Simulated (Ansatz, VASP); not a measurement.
## La in VASP and in Ansatz

The input INCAR:

```
SYSTEM = La
  PREC = Accurate
  ENCUT = 520
  EDIFF = 1E-6
  ISMEAR = -1
  SIGMA = 0.1
  LREAL = .False.
  LASPH = .True.
  NELM = 80
  ALGO = Normal
  ISIF = 2
  LWAVE = .False.
  LCHARG = .False.
  GGA = CA
  NBANDS = 12
```

KPOINTS

```
Automatic mesh
0
Gamma
  12 12 12
  0 0 0
```

Contents of POSCAR:

```
La
1.0
   -2.0765739630      2.0765739630      2.0765739630
    2.0765739630     -2.0765739630      2.0765739630
    2.0765739630      2.0765739630     -2.0765739630
La
1
Direct
    0.0000000000      0.0000000000      0.0000000000
```

Input for Ansatz:

```yaml
crystal:
  lattice:
    - [-2.076573963, 2.076573963, 2.076573963]
    - [2.076573963, -2.076573963, 2.076573963]
    - [2.076573963, 2.076573963, -2.076573963]
  atoms:
    - { symbol: La, position: [0.0, 0.0, 0.0] }
hamiltonian:
  xc: lda
  pseudopotentials:
    kind: paw
    azcp:
      La: "pseudopotentials/La.paw.azcp"
basis:
  ecutwfc: 420
  fft_grid_basis: typed
kpoints:
  mp_grid: { grid: [12, 12, 12], shift: [0, 0, 0] }
magnetization:
  spin_polarized: false
scf:
  occupations: { method: fermi_dirac, width: 0.1 }
  lower_state_search: "off"
output:
  stress: true
```

Alike in both runs: task single point; functional LDA; k mesh 12 × 12 × 12; occupations fermi-dirac, width 0.1 eV; no spin polarisation.

```csv
,VASP,Ansatz
version,VASP 6.6.1,Ansatz 0.2.0
potentials or method,"VASP PAW LDA potentials, release 64 (La), cutoff 520 eV","plane waves (420 eV) with PAW, scalar-relativistic"
valence electrons in the cell,11,11
```

Ansatz gave:

- pressure (GPa): -2.0

**Question.** What did VASP give for the same quantities?

**Answer.** Pressure (GPa): -2.1.

Ansatz warns that its potentials were made for another functional, while VASP's fit it. LDA's correlation is that of Perdew and Zunger in VASP and of Perdew and Wang (1992) in Ansatz.

Neither program's run includes spin-orbit coupling.
